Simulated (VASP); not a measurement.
# Ga3As3CO in VASP: notebook

Runs on Ga3As3CO. Level: PBE+D3(BJ). Tasks: single point.

All numbers are computed with VASP 6.6.1; they aren't measurements. Logs are shortened: lines on timing, memory, paths and dates and some standing lists are left out, and cuts for length are marked.

## Step 1: The cell of the first run

The cell holds a slab with vacuum, 8 atoms: a = 4.014 Å, b = 5.676 Å, c = 23.335 Å, α = 90.00°, β = 90.00°, γ = 90.00°.

## Step 2: Single point, PBE+D3(BJ)

File INCAR:

```
SYSTEM = Ga3As3CO
ALGO     = Normal         ! electronic algorithm
DIPOL    = 0.5 0.5 0.320
EDIFF    = 1E-6           ! SCF threshold, eV
ENCUT    = 520            ! plane-wave cutoff, eV
GGA      = PE             ! functional
GGA_COMPAT= .FALSE.      
IDIPOL   = 3            
ISIF     = 2              ! what is computed and relaxed
ISMEAR   = 0              ! smearing method
IVDW     = 12             ! dispersion correction
LASPH    = .TRUE.         ! aspherical terms in the spheres
LCHARG   = .TRUE.         ! write CHGCAR
LDIPOL   = .TRUE.       
LELF     = .TRUE.         ! ELF
LREAL    = .FALSE.        ! projectors in reciprocal space
LVACPOTAV= .TRUE.       
LVHAR    = .TRUE.       
LWAVE    = .FALSE.        ! write WAVECAR
NBANDS   = 57             ! bands
NELM     = 120            ! most SCF steps
NELMDL   = -8           
PREC     = Accurate       ! precision mode
SIGMA    = 0.05           ! smearing width, eV
```

File KPOINTS:

```
k-points
0
G
  7 5 1
  0 0 0
```

File POSCAR:

```
Ga3As3CO
1.0
    4.0137031111      0.0000000000      0.0000000000
    0.0000000000      5.6762333751      0.0000000000
    0.0000000000      0.0000000000     23.3352699083
Ga As O C
3 3 1 1
Direct
    0.5000000000      0.5000000000      0.1714143447
    0.0000000000      0.0653835255      0.2680035048
    0.5000000000      0.4894639609      0.3228546357
    0.0000000000      0.2500000000      0.1714143447
    0.5000000000      0.8102208698      0.2504948966
    0.0000000000      0.2887573198      0.3593388866
    0.0000000000      1.1220906532      0.4836142866
    0.0000000000      1.1220906532      0.5328959107
```

Potentials or basis: VASP PAW PBE potentials, release 64 (Ga_d, As_d, O, C).

Run with:

```console
cat potpaw_PBE.64/Ga_d/POTCAR potpaw_PBE.64/As_d/POTCAR potpaw_PBE.64/O/POTCAR potpaw_PBE.64/C/POTCAR > POTCAR
mpirun -np 1 vasp_std > vasp.out
```

OUTCAR:

```text
SYSTEM = Ga3As3CO
   EDIFF = 1E-6
   ENCUT = 520
   GGA = PE
   ISIF = 2
   ISMEAR = 0
   IVDW = 12
   LASPH = .TRUE.
   LREAL = .FALSE.
   NELM = 120
   NELMDL = -8
   PREC = Accurate
 IVDW          = 12

 ion  position               nearest neighbor table
   1  0.500  0.500  0.171-   4 2.46   4 2.46   5 2.55
   2  0.000  0.065  0.268-   6 2.48   4 2.49   5 2.51   5 2.51
   3  0.500  0.489  0.323-   6 2.46   6 2.46   5 2.48
   4  0.000  0.250  0.171-   1 2.46   1 2.46   2 2.49
   5  0.500  0.810  0.250-   3 2.48   2 2.51   2 2.51   1 2.55
   6  0.000  0.289  0.359-   3 2.46   3 2.46   2 2.48
   7  0.000  0.122  0.484-   8 1.15
   8  0.000  0.122  0.533-   7 1.15

  LATTYP: Found a simple orthorhombic cell.
 ALAT       =     4.0137031111
 B/A-ratio  =     1.4142135624
 C/A-ratio  =     5.8139003465

  Lattice vectors:

 A1 = (   4.0137031111,   0.0000000000,   0.0000000000)
 A2 = (   0.0000000000,   5.6762333751,   0.0000000000)
 A3 = (   0.0000000000,   0.0000000000,  23.3352699083)

Analysis of symmetry for initial positions (statically):
=====================================================================
 Subroutine PRICEL returns:
 Original cell was already a primitive cell.

 Routine SETGRP: Setting up the symmetry group for a
 simple orthorhombic supercell.

 Subroutine GETGRP returns: Found  2 space group operations
 (whereof  2 operations were pure point group operations)
 out of a pool of  8 trial point group operations.

The static configuration has the point symmetry C_1h.

Analysis of symmetry for dynamics (positions and initial velocities):
=====================================================================
 Subroutine PRICEL returns:
 Original cell was already a primitive cell.

 Routine SETGRP: Setting up the symmetry group for a
 simple orthorhombic supercell.

 Subroutine GETGRP returns: Found  2 space group operations
 (whereof  2 operations were pure point group operations)
 out of a pool of  8 trial point group operations.

The dynamic configuration has the point symmetry C_1h.

 Subroutine INISYM returns: Found  2 space group operations
 (whereof  2 operations are pure point group operations),
 and found     1 'primitive' translations

----------------------------------------------------------------------------------------

                                     Primitive cell

  volume of cell :     531.6408

  direct lattice vectors                    reciprocal lattice vectors
     4.013703111  0.000000000  0.000000000     0.249146480  0.000000000  0.000000000
     0.000000000  5.676233375  0.000000000     0.000000000  0.176173165  0.000000000
     0.000000000  0.000000000 23.335269908     0.000000000  0.000000000  0.042853586

  length of vectors
     4.013703111  5.676233375 23.335269908     0.249146480  0.176173165  0.042853586

  position of ions in fractional coordinates (direct lattice)
     0.500000000  0.500000000  0.171414345
     0.000000000  0.065383526  0.268003505
     0.500000000  0.489463961  0.322854636
     0.000000000  0.250000000  0.171414345
     0.500000000  0.810220870  0.250494897
     0.000000000  0.288757320  0.359338887
     0.000000000  0.122090653  0.483614287
     0.000000000  0.122090653  0.532895911

  ion indices of the primitive-cell ions
   primitive index   ion index
                 1           1
                 2           2
                 3           3
                 4           4
                 5           5
                 6           6
                 7           7
                 8           8

----------------------------------------------------------------------------------------

 KPOINTS: k-points

Automatic generation of k-mesh.
 Grid dimensions read from file:
 generate k-points for:    7    5    1

 Generating k-lattice:

  Cartesian coordinates                     Fractional coordinates (reciprocal lattice)
     0.035592354  0.000000000  0.000000000     0.142857143  0.000000000  0.000000000
     0.000000000  0.035234633  0.000000000     0.000000000  0.200000000  0.000000000
     0.000000000  0.000000000  0.042853586     0.000000000  0.000000000  1.000000000

  Length of vectors
     0.035592354  0.035234633  0.042853586

  Shift w.r.t. Gamma in fractional coordinates (k-lattice)
     0.000000000  0.000000000  0.000000000

 Subroutine IBZKPT returns following result:
 ===========================================

 Found     12 irreducible k-points:

 Following reciprocal coordinates:
            Coordinates               Weight
  0.000000  0.000000  0.000000      1.000000
  0.142857  0.000000  0.000000      2.000000
  0.285714  0.000000  0.000000      2.000000
  0.428571  0.000000  0.000000      2.000000
  0.000000  0.200000  0.000000      2.000000
  0.142857  0.200000  0.000000      4.000000
  0.285714  0.200000  0.000000      4.000000
  0.428571  0.200000  0.000000      4.000000
  0.000000  0.400000  0.000000      2.000000
  0.142857  0.400000  0.000000      4.000000
  0.285714  0.400000  0.000000      4.000000
  0.428571  0.400000  0.000000      4.000000
   k-points           NKPTS =     12   k-points in BZ     NKDIM =     12   number of bands    NBANDS=     57
   number of dos      NEDOS =    301   number of ions     NIONS =      8
   total plane-waves  NPLWV = 226800
   dimension x,y,z NGX =    30 NGY =   42 NGZ =  180
   dimension x,y,z NGXF=    60 NGYF=   84 NGZF=  360
   ions per type =               3   3   1   1
   NGX,Y,Z   is equivalent  to a cutoff of  12.43, 12.30, 12.82 a.u.
   NGXF,Y,Z  is equivalent  to a cutoff of  24.85, 24.60, 25.65 a.u.
 SYSTEM =  Ga3As3CO
   PREC   = accura    normal or accurate (medium, high low for compatibility)
   ISTART =      0    job   : 0-new  1-cont  2-samecut
   ICHARG =      2    charge: 1-file 2-atom 10-const
   ISPIN  =      1    spin polarized calculation?
   LNONCOLLINEAR =      F non collinear calculations
   LSORBIT =      F    spin-orbit coupling
   LASPH  =      T    aspherical Exc in radial PAW
   ENCUT  =  520.0 eV  38.22 Ry    6.18 a.u.   7.46 10.55 43.39*2*pi/ulx,y,z
   NELM   =    120;   NELMIN=  2; NELMDL= -8     # of ELM steps
   EDIFF  = 0.1E-05   stopping-criterion for ELM
   LREAL  =      F    real-space projection
[... 7 lines left out ...]
   TEBEG  =    0.0;   TEEND  =   0.0 temperature during run
   PSTRESS=    0.0 pullay stress
   NELECT =      94.0000    total number of electrons
   NUPDOWN=      -1.0000    fix difference up-down
   EMIN   =  10.00;   EMAX   =-10.00  energy-range for DOS
   EFERMI =   0.00;   METHOD = LEGACY
   ISMEAR =     0;   SIGMA  =   0.05  broadening in eV -4-tet -1-fermi 0-gaus
   EFERMI_NEDOS =   21; number of points for ismear=-14 and -15
   IALGO  =     38    algorithm
   IMIX   =      4    mixing-type and parameters
     AMIX     =   0.40;   BMIX     =  1.00
     AMIX_MAG =   1.60;   BMIX_MAG =  1.00
  volume/ion in A,a.u.               =      66.46       448.46
  Fermi-wavevector in a.u.,A,eV,Ry     =   0.918850  1.736375 11.487202  0.844286
  Thomas-Fermi vector in A             =   2.043978
   LORBIT       =      0    0 simple, 1 ext, 2 COOP (PROOUT), +10 PAW based schemes
   GGA     = PE    functional components
   LHFCALC =     F    Hartree Fock is set to
   AEXX    =    0.0000 exact exchange contribution
   IVDW    =    12    specifies the selected vdW correction
   LEPSILON=     F    determine dielectric tensor
   LRPA    =     F    only Hartree local field effects (RPA)
 non-spin polarized calculation
 Gauss-broadening in eV      SIGMA  =   0.05
  energy-cutoff  :      520.00
  volume of cell :      531.64
 maximum number of plane-waves:     14367
 NGX is ok and might be reduce to    30
   NGX = 15   NGY = 21   NGZ = 87

 dipolmoment           0.000000      0.000000     -0.006316 electrons x Angstroem

 number of electron      93.9999977 magnetization

 dipolmoment           0.000000      0.000000      0.031995 electrons x Angstroem

 Free energy of the ion-electron system (eV)
  ---------------------------------------------------
  ext. energy  EPLUGINS =         0.00000000
  ---------------------------------------------------
  free energy    TOTEN  =       -37.46804031 eV

  energy without entropy =      -37.46804031  energy(sigma->0) =      -37.46804031

 E-fermi :  -2.2161     XC(G=0):  -3.8614

 val. band max:       -2.4156519755   @ k =   0.0000   0.0000   0.0000
 cond. band min:      -2.0121811625   @ k =   0.4286   0.0000   0.0000
 fundamental gap:      0.4034708131
 Fermi energy:        -2.2161465645

 k-point     1 :       0.0000    0.0000    0.0000
  band No.  band energies     occupation
      1     -37.6419      2.00000
      2     -37.6306      2.00000
      3     -37.6262      2.00000
      4     -37.6128      2.00000
      5     -37.6112      2.00000
      6     -37.2169      2.00000
[... 49 lines left out ...]
     56       1.9924      0.00000
     57       2.1550      0.00000

 k-point     2 :       0.1429    0.0000    0.0000
  band No.  band energies     occupation
      1     -37.6418      2.00000
      2     -37.6306      2.00000
      3     -37.6262      2.00000
      4     -37.6126      2.00000
      5     -37.6113      2.00000
      6     -37.2167      2.00000
[... 49 lines left out ...]
     56       1.7193      0.00000
     57       2.1115      0.00000

 k-point     3 :       0.2857    0.0000    0.0000
  band No.  band energies     occupation
      1     -37.6418      2.00000
      2     -37.6306      2.00000
      3     -37.6264      2.00000
      4     -37.6121      2.00000
      5     -37.6114      2.00000
      6     -37.2162      2.00000
[... 474 lines left out ...]
      1     -37.6418      2.00000
      2     -37.6306      2.00000
      3     -37.6264      2.00000
      4     -37.6121      2.00000
      5     -37.6114      2.00000
      6     -37.2162      2.00000
[... 49 lines left out ...]
     56       2.5585      0.00000
     57       2.9767      0.00000

 k-point    12 :       0.4286    0.4000    0.0000
  band No.  band energies     occupation
      1     -37.6417      2.00000
      2     -37.6306      2.00000
      3     -37.6265      2.00000
      4     -37.6117      2.00000
      5     -37.6115      2.00000
      6     -37.2158      2.00000
[... 49 lines left out ...]
     56       2.5778      0.00000
     57       2.9244      0.00000

------------------------ aborting loop because EDIFF is reached ----------------------------------------

 Edisp (eV)   -1.27515

 E8    (eV) :    -0.5774

  FORCE on cell =-STRESS in cart. coord.  units (eV):
  Direction    XX          YY          ZZ          XY          YZ          ZX
  --------------------------------------------------------------------------------------
  -------------------------------------------------------------------------------------
  Total      -2.22076    -2.61567     0.33451     0.00000    -0.41889     0.00000
  in kB      -6.69258    -7.88270     1.00810     0.00000    -1.26240     0.00000
  external pressure =       -4.52 kB  Pullay stress =        0.00 kB

 VOLUME and BASIS-vectors are now :
 -----------------------------------------------------------------------------
  energy-cutoff  :      520.00
  volume of cell :      531.64
      direct lattice vectors                 reciprocal lattice vectors
     4.013703111  0.000000000  0.000000000     0.249146480  0.000000000  0.000000000
     0.000000000  5.676233375  0.000000000     0.000000000  0.176173165  0.000000000
     0.000000000  0.000000000 23.335269908     0.000000000  0.000000000  0.042853586

 POSITION                                       TOTAL-FORCE (eV/Angst)
 -----------------------------------------------------------------------------------
      2.00685      2.83812      4.00000         0.000000     -0.330622      1.026664
      0.00000      0.37113      6.25393         0.000000      0.011383     -0.005098
      2.00685      2.77831      7.53390         0.000000     -0.007063     -0.039577
      0.00000      1.41906      4.00000         0.000000      0.335712     -1.060887
      2.00685      4.59900      5.84537         0.000000      0.020589     -0.001732
      0.00000      1.63905      8.38527         0.000000      0.092027     -0.247563
      0.00000      0.69302     11.28527         0.000000     -0.147865      0.991629
      0.00000      0.69302     12.43527         0.000000      0.025840     -0.663435
 -----------------------------------------------------------------------------------
    total drift:                                0.000000      0.003618     -0.003398

  FREE ENERGIE OF THE ION-ELECTRON SYSTEM (eV)
  ---------------------------------------------------
  free  energy   TOTEN  =       -38.7431916197 eV

  energy  without entropy=      -38.7431916195  energy(sigma->0) =      -38.74319162

 vacuum level on the upper side and lower side of the slab         2.491         2.238
```

It took 19 min on 1 thread of Intel Xeon Platinum 8488C (Sapphire Rapids), shared host; peak memory 0.71 GiB.

Results:

```yaml
Free_energy: -38.7432 eV
Largest_force: 1.113 eV/Å
Band_gap_on_the_k_mesh: 0.40 eV (least direct gap 0.76 eV)
Dispersion_energy_per_atom: -0.159 eV
```

Forces in eV/Å, atoms in the order of the input:
```
Ga   0.000 -0.331  1.027
Ga   0.000  0.011 -0.005
Ga   0.000 -0.007 -0.040
As   0.000  0.336 -1.061
As   0.000  0.021 -0.002
As   0.000  0.092 -0.248
O    0.000 -0.148  0.992
C    0.000  0.026 -0.663
```

## Step 3: Single point, PBE+D3(BJ)

File INCAR:

```
SYSTEM = Ga3As3CO
ALGO = Normal
DIPOL = 0.5 0.5 0.320
EDIFF = 1E-6
ENCUT = 520
GGA = PE
GGA_COMPAT = .False.
IDIPOL = 3
ISIF = 2
ISMEAR = 0
IVDW = 12
LASPH = .True.
LCHARG = .True.
LDIPOL = .True.
LELF = .True.
LREAL = .False.
LVACPOTAV = .True.
LVHAR = .True.
LWAVE = .False.
NBANDS = 57
NELM = 120
NELMDL = -8
PREC = Accurate
SIGMA = 0.05
```

File KPOINTS:

```
k-points
0
Gamma
  7 5 1
  0 0 0
```

POSCAR: that of step 2 with these lines changed.

```diff
@@ -14,3 +14,3 @@
     0.0000000000      0.2887573198      0.3593388866
-    0.0000000000      1.1220906532      0.4836142866
-    0.0000000000      1.1220906532      0.5328959107
+    0.5000000000      0.9554239865      0.4836142866
+    0.5000000000      0.9554239865      0.5328959107
```

Potentials or basis: VASP PAW PBE potentials, release 64 (Ga_d, As_d, O, C).

Run with:

```console
cat potpaw_PBE.64/Ga_d/POTCAR potpaw_PBE.64/As_d/POTCAR potpaw_PBE.64/O/POTCAR potpaw_PBE.64/C/POTCAR > POTCAR
mpirun -np 1 vasp_std > vasp.out
```

OUTCAR:

```text
SYSTEM = Ga3As3CO
   EDIFF = 1E-6
   ENCUT = 520
   GGA = PE
   ISIF = 2
   ISMEAR = 0
   IVDW = 12
   LASPH = .True.
   LREAL = .False.
   NELM = 120
   NELMDL = -8
   PREC = Accurate
 IVDW          = 12

 ion  position               nearest neighbor table
   1  0.500  0.500  0.171-   4 2.46   4 2.46   5 2.55
[... 933 lines left out ...]
  -------------------------------------------------------------------------------------
  Total      -2.15383    -2.72453    -0.97028     0.00000    -0.06574     0.00000
  in kB      -6.49088    -8.21077    -2.92407     0.00000    -0.19812     0.00000
  external pressure =       -5.88 kB  Pullay stress =        0.00 kB

 VOLUME and BASIS-vectors are now :
 -----------------------------------------------------------------------------
  energy-cutoff  :      520.00
  volume of cell :      531.64
      direct lattice vectors                 reciprocal lattice vectors
     4.013703111  0.000000000  0.000000000     0.249146480  0.000000000  0.000000000
     0.000000000  5.676233375  0.000000000     0.000000000  0.176173165  0.000000000
     0.000000000  0.000000000 23.335269908     0.000000000  0.000000000  0.042853586

 POSITION                                       TOTAL-FORCE (eV/Angst)
 -----------------------------------------------------------------------------------
      2.00685      2.83812      4.00000         0.000000     -0.319724      1.035140
      0.00000      0.37113      6.25393         0.000000     -0.007846      0.016472
      2.00685      2.77831      7.53390         0.000000      0.001530      0.016245
      0.00000      1.41906      4.00000         0.000000      0.326839     -1.048743
      2.00685      4.59900      5.84537         0.000000      0.007961     -0.009137
      0.00000      1.63905      8.38527         0.000000      0.003591      0.027088
      2.00685      5.42321     11.28527         0.000000     -0.019862      0.696900
      2.00685      5.42321     12.43527         0.000000      0.007510     -0.733965
 -----------------------------------------------------------------------------------
    total drift:                                0.000000      0.003541     -0.003275

  FREE ENERGIE OF THE ION-ELECTRON SYSTEM (eV)
  ---------------------------------------------------
  free  energy   TOTEN  =       -38.8635468206 eV

  energy  without entropy=      -38.8635468204  energy(sigma->0) =      -38.86354682

 vacuum level on the upper side and lower side of the slab         2.618         2.129
```

It took 8.7 min on 1 thread of Intel Xeon Platinum 8488C (Sapphire Rapids), shared host; peak memory 0.73 GiB.

Results:

| Property | Result |
| --- | --- |
| Free energy | -38.8635 eV |
| Largest force | 1.098 eV/Å |
| Band gap on the k mesh | 0.41 eV (least direct gap 0.76 eV) |
| Dispersion energy per atom | -0.159 eV |

Forces on the atoms (eV/Å):
```
Ga   0.000 -0.320  1.035
Ga   0.000 -0.008  0.016
Ga   0.000  0.002  0.016
As   0.000  0.327 -1.049
As   0.000  0.008 -0.009
As   0.000  0.004  0.027
O    0.000 -0.020  0.697
C    0.000  0.008 -0.734
```

Levels at points of the mesh, in eV from the valence-band top:
| k point | band 45 | band 46 | band 47 | band 48 | band 49 | band 50 |
| --- | --- | --- | --- | --- | --- | --- |
| (0.00, 0.00, 0.00) | -0.88 | -0.86 | 0.00 | 0.76 | 1.63 | 2.31 |

(Part 1 of 2 ends here.)
